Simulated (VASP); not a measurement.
Ba, 1 atom in the cell. The structure is tetragonal, space group I4/mmm (No. 139). The conventional cell has a = 5.013 Å, b = 5.013 Å, c = 5.063 Å, α = 90.00°, β = 90.00°, γ = 90.00°. Within 5.7 Å of Ba (site symmetry 4/mmm) lie 14 Ba at 4.36 to 5.06 Å. 

```yaml
Program: VASP 6.6.1
Task: single point
Functional: PBE
Potentials_or_basis: VASP PAW PBE potentials, release 64 (Ba_sv)
Cutoff: 520 eV
k_mesh: 8 × 8 × 8
Occupations: fermi-dirac, width 0.05 eV
Spin: no spin polarisation
Dipole_correction: no
Further_INCAR_settings: ALGO = Normal; EDIFF = 1e-07; NBANDS = 11
```

Potentials or basis: VASP PAW PBE potentials, release 64 (Ba_sv).

Run with:

```console
$ cat potpaw_PBE.64/Ba_sv/POTCAR > POTCAR
$ mpirun -np 1 vasp_std > vasp.out
```

Hardware: 1 thread of AMD EPYC 7R13 (shared host).

**Question.** Estimate the wall time of this run.

**Answer.** Wall time 50 s on 1 thread of AMD EPYC 7R13, with other jobs on the host, peak memory 0.16 GiB. Counts: scf iterations 11, k points 59.
